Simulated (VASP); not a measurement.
# MgS (F-43m) in VASP: settings compared

The runs below take MgS through relaxation of cell and atoms, single point, with r2SCAN, HSE06, PBE0.

Everything below comes from runs of VASP 6.6.1. Logs are shortened: lines on timing, memory, paths and dates and some standing lists are left out, and cuts for length are marked.

**1. The cell of the first run**

The structure is cubic, space group F-43m (No. 216). Conventional cell: a = 5.697 Å, b = 5.697 Å, c = 5.697 Å, α = 90.00°, β = 90.00°, γ = 90.00°. Mg (site symmetry -43m) has 4 S at 2.47 Å within 3.3 Å. Within 3.3 Å of S (site symmetry -43m) lie 4 Mg at 2.47 Å.

**2. Relaxation of cell and atoms, r2SCAN**

POSCAR reads:

```
MgS
1.0
    0.0000000000      2.8486069976      2.8486069976
    2.8486069976      0.0000000000      2.8486069976
    2.8486069976      2.8486069976      0.0000000000
Mg S
1 1
Direct
    0.0000000000      0.0000000000      0.0000000000
    0.7500000000      0.7500000000      0.7500000000
```

INCAR.step1 reads:

```
SYSTEM = MgS
PREC = Accurate ; ENCUT = 600
ISMEAR = -1 ; SIGMA = 0.02
LREAL = .False. ; LASPH = .True.
NELM = 60 ; GGA = PE
ALGO = Normal ; EDIFF = 1E-4
LWAVE = .True. ; LCHARG = .False.
```

INCAR.step2 reads:

```
SYSTEM = MgS
PREC = Accurate ; ENCUT = 600
EDIFF = 1E-7 ; ISMEAR = -1
SIGMA = 0.02 ; LREAL = .False.
LASPH = .True. ; NELM = 60
ALGO = Normal ; ISIF = 3
LWAVE = .False. ; LCHARG = .False.
METAGGA = R2SCAN ; LMIXTAU = .True.
IBRION = 2 ; NSW = 80
EDIFFG = -0.005 ; ISTART = 1
```

KPOINTS reads:

```
regular mesh
0
Gamma
  8 8 8
  0 0 0
```

Potentials or basis: VASP PAW PBE potentials, release 64 (Mg, S).

Run with:

```bash
cat potpaw_PBE.64/Mg/POTCAR potpaw_PBE.64/S/POTCAR > POTCAR
cp INCAR.step1 INCAR
mpirun -np 1 vasp_std > vasp.out
cp INCAR.step2 INCAR
mpirun -np 1 vasp_std > vasp.out
```

OUTCAR:

```text
SYSTEM = MgS
   PREC = Accurate
   ENCUT = 600
   EDIFF = 1E-7
   ISMEAR = -1
   LREAL = .False.
   LASPH = .True.
   NELM = 60
   ISIF = 3
   METAGGA = R2SCAN
   IBRION = 2
   NSW = 80
   EDIFFG = -0.005
   ISTART = 1

 ion  position               nearest neighbor table
   1  0.000  0.000  0.000-   2 2.47   2 2.47   2 2.47   2 2.47
   2  0.750  0.750  0.750-   1 2.47   1 2.47   1 2.47   1 2.47

  LATTYP: Found a face centered cubic cell.
 ALAT       =     5.6972139952

  Lattice vectors:

 A1 = (   0.0000000000,   2.8486069976,   2.8486069976)
 A2 = (   2.8486069976,   0.0000000000,   2.8486069976)
 A3 = (   2.8486069976,   2.8486069976,   0.0000000000)

Analysis of symmetry for initial positions (statically):
=====================================================================
 Subroutine PRICEL returns:
 Original cell was already a primitive cell.

 Routine SETGRP: Setting up the symmetry group for a
 face centered cubic supercell.

 Subroutine GETGRP returns: Found 24 space group operations
 (whereof 24 operations were pure point group operations)
 out of a pool of 48 trial point group operations.

The static configuration has the point symmetry T_d .

Analysis of symmetry for dynamics (positions and initial velocities):
=====================================================================
 Subroutine PRICEL returns:
 Original cell was already a primitive cell.

 Routine SETGRP: Setting up the symmetry group for a
 face centered cubic supercell.

 Subroutine GETGRP returns: Found 24 space group operations
 (whereof 24 operations were pure point group operations)
 out of a pool of 48 trial point group operations.

The dynamic configuration has the point symmetry T_d .

 Subroutine INISYM returns: Found 24 space group operations
 (whereof 24 operations are pure point group operations),
 and found     1 'primitive' translations

----------------------------------------------------------------------------------------

                                     Primitive cell

  volume of cell :      46.2304

  direct lattice vectors                    reciprocal lattice vectors
     0.000000000  2.848606998  2.848606998    -0.175524388  0.175524388  0.175524388
     2.848606998  0.000000000  2.848606998     0.175524388 -0.175524388  0.175524388
     2.848606998  2.848606998  0.000000000     0.175524388  0.175524388 -0.175524388

  length of vectors
     4.028538650  4.028538650  4.028538650     0.304017158  0.304017158  0.304017158

  position of ions in fractional coordinates (direct lattice)
     0.000000000  0.000000000  0.000000000
     0.750000000  0.750000000  0.750000000

  ion indices of the primitive-cell ions
   primitive index   ion index
                 1           1
                 2           2

----------------------------------------------------------------------------------------

 KPOINTS: regular mesh

Automatic generation of k-mesh.
 Grid dimensions read from file:
 generate k-points for:    8    8    8

 Generating k-lattice:

  Cartesian coordinates                     Fractional coordinates (reciprocal lattice)
    -0.021940549  0.021940549  0.021940549     0.125000000  0.000000000  0.000000000
     0.021940549 -0.021940549  0.021940549     0.000000000  0.125000000  0.000000000
     0.021940549  0.021940549 -0.021940549     0.000000000  0.000000000  0.125000000

  Length of vectors
     0.038002145  0.038002145  0.038002145

  Shift w.r.t. Gamma in fractional coordinates (k-lattice)
     0.000000000  0.000000000  0.000000000

 Subroutine IBZKPT returns following result:
 ===========================================

 Found     29 irreducible k-points:

 Following reciprocal coordinates:
            Coordinates               Weight
  0.000000  0.000000  0.000000      1.000000
  0.125000  0.000000  0.000000      8.000000
  0.250000  0.000000  0.000000      8.000000
  0.375000  0.000000  0.000000      8.000000
  0.500000  0.000000  0.000000      4.000000
  0.125000  0.125000  0.000000      6.000000
[... 16 lines left out ...]
  0.500000  0.250000  0.125000     48.000000
 -0.375000  0.250000  0.125000     24.000000
 [... further k-points ...]
   k-points           NKPTS =     29   k-points in BZ     NKDIM =     29   number of bands    NBANDS=      8
   number of dos      NEDOS =    301   number of ions     NIONS =      2
   total plane-waves  NPLWV =  32768
   dimension x,y,z NGX =    32 NGY =   32 NGZ =   32
   dimension x,y,z NGXF=    64 NGYF=   64 NGZF=   64
   ions per type =               1   1
   NGX,Y,Z   is equivalent  to a cutoff of  13.21, 13.21, 13.21 a.u.
   NGXF,Y,Z  is equivalent  to a cutoff of  26.41, 26.41, 26.41 a.u.
 SYSTEM =  MgS
   PREC   = accura    normal or accurate (medium, high low for compatibility)
   ISTART =      1    job   : 0-new  1-cont  2-samecut
   ICHARG =      0    charge: 1-file 2-atom 10-const
   ISPIN  =      1    spin polarized calculation?
   LNONCOLLINEAR =      F non collinear calculations
   LSORBIT =      F    spin-orbit coupling
   LASPH  =      T    aspherical Exc in radial PAW
   ENCUT  =  600.0 eV  44.10 Ry    6.64 a.u.   8.05  8.05  8.05*2*pi/ulx,y,z
   NELM   =     60;   NELMIN=  2; NELMDL=  0     # of ELM steps
   EDIFF  = 0.1E-06   stopping-criterion for ELM
   LREAL  =      F    real-space projection
   EDIFFG = -.5E-02   stopping-criterion for IOM
   NSW    =     80    number of steps for IOM
   IBRION =      2    ionic relax: 0-MD 1-quasi-New 2-CG
   NFREE  =      1    steps in history (QN), initial steepest desc. (CG)
   ISIF   =      3    stress and relaxation
   ISYM   =      2    0-nonsym 1-usesym 2-fastsym
   POTIM  = 0.5000    time-step for ionic-motion
   TEBEG  =    0.0;   TEEND  =   0.0 temperature during run
   PSTRESS=    0.0 pullay stress
   NELECT =       8.0000    total number of electrons
   NUPDOWN=      -1.0000    fix difference up-down
   EMIN   =  10.00;   EMAX   =-10.00  energy-range for DOS
   EFERMI =   0.00;   METHOD = LEGACY
   ISMEAR =    -1;   SIGMA  =   0.02  broadening in eV -4-tet -1-fermi 0-gaus
   EFERMI_NEDOS =   21; number of points for ismear=-14 and -15
   IALGO  =     38    algorithm
   IMIX   =      4    mixing-type and parameters
     AMIX     =   0.40;   BMIX     =  1.00
     AMIX_MAG =   1.60;   BMIX_MAG =  1.00
  volume/ion in A,a.u.               =      23.12       155.99
  Fermi-wavevector in a.u.,A,eV,Ry     =   0.912282  1.723962 11.323556  0.832258
  Thomas-Fermi vector in A             =   2.036659
   LORBIT       =      0    0 simple, 1 ext, 2 COOP (PROOUT), +10 PAW based schemes
   METAGGA = R2SCAN    functional components
   LHFCALC =     F    Hartree Fock is set to
   AEXX    =    0.0000 exact exchange contribution
   IVDW    =     0    specifies the selected vdW correction
   LEPSILON=     F    determine dielectric tensor
   LRPA    =     F    only Hartree local field effects (RPA)
 conjugate gradient relaxation of ions
 non-spin polarized calculation
  energy-cutoff  :      600.00
  volume of cell :       46.23
 maximum number of plane-waves:      1572
   NGX = 17   NGY = 17   NGZ = 17

--------------------------------------- Ionic step        1  -------------------------------------------

 number of electron       8.0000001 magnetization

 Free energy of the ion-electron system (eV)
  ---------------------------------------------------
  ext. energy  EPLUGINS =         0.00000000
  ---------------------------------------------------
  free energy    TOTEN  =       -15.44686899 eV

  energy without entropy =      -15.44686899  energy(sigma->0) =      -15.44686899

------------------------ aborting loop because EDIFF is reached ----------------------------------------

  FORCE on cell =-STRESS in cart. coord.  units (eV):
  Direction    XX          YY          ZZ          XY          YZ          ZX
  --------------------------------------------------------------------------------------
  -------------------------------------------------------------------------------------
  Total       -0.3858145     -0.3858145     -0.3858145     -0.0000000     -0.0000000     -0.0000000
  in kB      -13.3709272    -13.3709272    -13.3709272     -0.0000000     -0.0000000     -0.0000000
  external PRESSURE =     -13.3709272 kB  Pullay stress =       0.0000000 kB

 VOLUME and BASIS-vectors are now :
 -----------------------------------------------------------------------------
  energy-cutoff  :      600.00
  volume of cell :       46.23
      direct lattice vectors                 reciprocal lattice vectors
     0.000000000  2.848606998  2.848606998    -0.175524388  0.175524388  0.175524388
     2.848606998  0.000000000  2.848606998     0.175524388 -0.175524388  0.175524388
     2.848606998  2.848606998  0.000000000     0.175524388  0.175524388 -0.175524388
[... 37 lines left out ...]
 POSITION                                       TOTAL-FORCE (eV/Angst)
 -----------------------------------------------------------------------------------
      2.82210      2.82210     -0.00000        -0.000000     -0.000000     -0.000000
      4.23315      4.23315      4.23315         0.000000      0.000000      0.000000
 -----------------------------------------------------------------------------------
    total drift:                                0.000004      0.000004      0.000004

  FREE ENERGIE OF THE ION-ELECTRON SYSTEM (eV)
  ---------------------------------------------------
  free  energy   TOTEN  =       -15.4511518835 eV

  energy  without entropy=      -15.4511518835  energy(sigma->0) =      -15.45115188

--------------------------------------- Ionic step        3  -------------------------------------------

 number of electron       8.0000000 magnetization

 Free energy of the ion-electron system (eV)
  ---------------------------------------------------
  ext. energy  EPLUGINS =         0.00000000
  ---------------------------------------------------
  free energy    TOTEN  =       -15.45136769 eV

  energy without entropy =      -15.45136769  energy(sigma->0) =      -15.45136769

 E-fermi :   1.2078     XC(G=0):  -8.7933

 val. band max:        0.7955977412   @ k =   0.0000   0.0000   0.0000
 cond. band min:       4.9481576815   @ k =   0.0000   0.0000   0.0000
 fundamental gap:      4.1525599402
 Fermi energy:         1.2078270030

 k-point     1 :       0.0000    0.0000    0.0000
  band No.  band energies     occupation
      1     -10.9579      2.00000
      2       0.7956      2.00000
      3       0.7956      2.00000
      4       0.7956      2.00000
      5       4.9482      0.00000
      6       9.4011      0.00000
      7       9.4011      0.00000
      8       9.4011      0.00000

 k-point     2 :       0.1250    0.0000    0.0000
  band No.  band energies     occupation
      1     -10.8676      2.00000
      2       0.1357      2.00000
      3       0.7418      2.00000
      4       0.7418      2.00000
      5       5.5915      0.00000
      6       9.2232      0.00000
      7       9.5859      0.00000
      8       9.5859      0.00000
[... 221 lines left out ...]
 k-point    23 :       0.5000    0.2500    0.1250
  band No.  band energies     occupation
      1     -10.2367      2.00000
      2      -1.7769      2.00000
      3      -0.4052      2.00000
      4       0.2366      2.00000
      5       7.3338      0.00000
      6       8.2361      0.00000
      7       9.3938      0.00000
      8      10.5203      0.00000

 k-point    24 :      -0.3750    0.2500    0.1250
  band No.  band energies     occupation
      1     -10.1407      2.00000
      2      -2.0028      2.00000
      3      -0.5069      2.00000
      4       0.1399      2.00000
      5       7.3872      0.00000
      6       7.9549      0.00000
      7      10.2803      0.00000
      8      10.3067      0.00000

 [... further k-points ...]
[... 5 lines left out ...]
  --------------------------------------------------------------------------------------
  -------------------------------------------------------------------------------------
  Total        0.0016622      0.0016622      0.0016622      0.0000000      0.0000000      0.0000000
  in kB        0.0589508      0.0589508      0.0589508      0.0000000      0.0000000      0.0000000
  external PRESSURE =       0.0589508 kB  Pullay stress =       0.0000000 kB

 VOLUME and BASIS-vectors are now :
 -----------------------------------------------------------------------------
  energy-cutoff  :      600.00
  volume of cell :       45.18
      direct lattice vectors                 reciprocal lattice vectors
    -0.000000000  2.826801598  2.826801598    -0.176878349  0.176878349  0.176878349
     2.826801598 -0.000000000  2.826801598     0.176878349 -0.176878349  0.176878349
     2.826801598  2.826801598 -0.000000000     0.176878349  0.176878349 -0.176878349

 POSITION                                       TOTAL-FORCE (eV/Angst)
 -----------------------------------------------------------------------------------
      0.00000      0.00000      0.00000         0.000000     -0.000000      0.000000
      4.24020      4.24020      4.24020        -0.000000      0.000000     -0.000000
 -----------------------------------------------------------------------------------
    total drift:                                0.000004      0.000004      0.000004

  FREE ENERGIE OF THE ION-ELECTRON SYSTEM (eV)
  ---------------------------------------------------
  free  energy   TOTEN  =       -15.4513676897 eV

  energy  without entropy=      -15.4513676897  energy(sigma->0) =      -15.45136769

 reached required accuracy - stopping structural energy minimisation
```

It took 1.8 min on 1 thread of Intel Xeon Platinum 8259CL at 2.50GHz (Skylake/Cascade Lake), shared host; peak memory 0.2 GiB.

What came out:

```
Free energy                           : -15.4514 eV
Relaxed volume                        : 22.59 Å³/atom
Relaxed cell                          : a = 3.998 Å, b = 3.998 Å, c = 3.998 Å, α = 60.00°, β = 60.00°, γ = 60.00°
Space group after relaxing (to 0.1 Å) : F-43m (No. 216)
Energy gained by relaxing             : 2.2 meV/atom
Ionic steps                           : 3
Pressure after relaxing               : 0.0 GPa
Band gap on the k mesh                : 4.15 eV
```

Step by step:
```csv
step,energy change (eV),largest force (eV/Å),pressure (GPa),volume (Å³)
1,0.0000,0.0000,-1.34,46.23
2,-0.0043,0.0000,0.31,44.95
3,-0.0045,0.0000,0.01,45.18
```

Final structure:
```
Mg S
1.0
     0.00000    2.82680    2.82680
     2.82680    0.00000    2.82680
     2.82680    2.82680    0.00000
Mg S
1 1
Direct
  0.00000 0.00000 0.00000
  0.75000 0.75000 0.75000
```

Caveat: the PAW data sets were made with another functional, which shifts forces and pressure a little. A k mesh can miss the band edges.

**3. Single point, HSE06**

This run uses another cell than the first one, of 22.69 Å³/atom.

POSCAR reads:

```
MgS
1.0
    0.0000000000      2.8308747667      2.8308747667
    2.8308747667      0.0000000000      2.8308747667
    2.8308747667      2.8308747667      0.0000000000
Mg S
1 1
Direct
    0.0000000000      0.0000000000      0.0000000000
    0.7500000000      0.7500000000      0.7500000000
```

INCAR.step1 reads:

```
ALGO = Normal ; EDIFF = 1E-5
ENCUT = 520 ; GGA = PE
ISIF = 2 ; ISMEAR = 0
LASPH = True ; LCHARG = False
LREAL = False ; LWAVE = True
NBANDS = 11 ; NELM = 80
PREC = Accurate ; SIGMA = 0.01
```

INCAR.step2 reads:

```
ALGO = Normal ; EDIFF = 1E-7
ENCUT = 520 ; GGA = PE
HFSCREEN = 0.2079 ; ISIF = 2
ISMEAR = 0 ; ISTART = 1
LASPH = True ; LCHARG = False
LHFCALC = True ; LREAL = False
LWAVE = False ; NBANDS = 11
NELM = 80 ; PREC = Accurate
PRECFOCK = Normal ; SIGMA = 0.01
```

KPOINTS reads:

```
k-points
0
Gamma
  6 6 6
```

Potentials or basis: VASP PAW PBE potentials, release 64 (Mg, S).

Run with:

```bash
cat potpaw_PBE.64/Mg/POTCAR potpaw_PBE.64/S/POTCAR > POTCAR
cp INCAR.step1 INCAR
mpirun -np 1 vasp_std > vasp.out
cp INCAR.step2 INCAR
mpirun -np 1 vasp_std > vasp.out
```

Run time: 14 min. Hardware: 1 thread of Intel Xeon Platinum 8259CL at 2.50GHz (Skylake/Cascade Lake), shared host; peak memory 0.29 GiB.

It converged, with:

```
Free energy            : -9.8457 eV
Pressure               : -0.1 GPa
Band gap on the k mesh : 4.51 eV
```

Levels at points of the mesh, in eV from the valence-band top:
```
           k point  band 1  band 2  band 3  band 4  band 5  band 6  band 7  band 8  band 9
(0.00, 0.00, 0.00)  -12.42    0.00    0.00    0.00    4.51    9.18    9.18    9.18   12.20
(0.50, 0.00, 0.00)  -11.67   -3.39   -0.36   -0.36    6.22    8.83    8.83    9.85   14.24
(0.50, 0.50, 0.00)  -11.43   -3.05   -1.13   -1.13    4.86    6.75   12.63   13.76   13.76
```

Caveat: the PAW data sets were made with another functional, which shifts forces and pressure a little.

**4. Single point, PBE0**

This run uses another cell than the first one, of 22.69 Å³/atom.

POSCAR is that of step 3.

INCAR.step1 reads:

```
PREC = Accurate
ENCUT = 520
EDIFF = 1E-5
ISMEAR = 0
SIGMA = 0.01
LREAL = F
LASPH = T
NELM = 100
ALGO = Normal
ISIF = 2
LWAVE = T
LCHARG = F
NBANDS = 11
GGA = PE
```

INCAR.step2 reads:

```
PREC = Accurate
ENCUT = 520
EDIFF = 1E-7
ISMEAR = 0
SIGMA = 0.01
LREAL = F
LASPH = T
NELM = 100
ALGO = Normal
ISIF = 2
LWAVE = F
LCHARG = F
GGA = PE
LHFCALC = T
AEXX = 0.25
PRECFOCK = Normal
NBANDS = 11
ISTART = 1
```

KPOINTS reads:

```
Automatic mesh
0
Gamma
  6 6 6
```

Run with:

```bash
cat potpaw_PBE.64/Mg/POTCAR potpaw_PBE.64/S/POTCAR > POTCAR
cp INCAR.step1 INCAR
mpirun -np 1 vasp_std > vasp.out
cp INCAR.step2 INCAR
mpirun -np 1 vasp_std > vasp.out
```

Run time: 11 min. Hardware: 1 thread of Intel Xeon Platinum 8259CL at 2.50GHz (Skylake/Cascade Lake), shared host; peak memory 0.2 GiB.

The run converged. Its results:

```yaml
Free_energy: -10.4028 eV
Pressure: -0.2 GPa
Band_gap_on_the_k_mesh: 5.21 eV
```

Levels at points of the mesh, in eV from the valence-band top:
```csv
k point,band 1,band 2,band 3,band 4,band 5,band 6,band 7,band 8,band 9
"(0.00, 0.00, 0.00)",-12.47,0.00,0.00,0.00,5.21,9.94,9.94,9.94,12.97
"(0.50, 0.00, 0.00)",-11.72,-3.44,-0.37,-0.37,6.96,9.58,9.58,10.58,14.99
"(0.50, 0.50, 0.00)",-11.48,-3.09,-1.14,-1.14,5.56,7.49,13.39,14.52,14.52
```

Caveat: the PAW data sets were made with another functional, which shifts forces and pressure a little.

**5. Overview**

```tsv
task	level	cell	k mesh	cutoff (eV)	smearing	grid for exact exchange (PRECFOCK)	share of exact exchange	screening parameter	gap on the mesh (eV)	pressure (GPa)
relaxation of cell and atoms	r2SCAN	relaxed from a = 4.029 Å, angles 60.0°, 2 atoms	8 × 8 × 8	600	fermi-dirac 0.02 eV	-	-	-	4.15	0.0
single point	HSE06	a = 4.003 Å, angles 60.0°, 2 atoms	6 × 6 × 6	520	gaussian 0.01 eV	Normal	0.25	0.2079 1/Å	4.51	-0.1
single point	PBE0	a = 4.003 Å, angles 60.0°, 2 atoms	6 × 6 × 6	520	gaussian 0.01 eV	Normal	0.25	-	5.21	-0.2
```

Alike in all rows: potentials or basis VASP PAW PBE potentials, release 64 (Mg, S); no spin polarisation.

Caveats: the PAW data sets were made with another functional, which shifts forces and pressure a little.

Absolute energies hang on the potentials; compare differences alone.
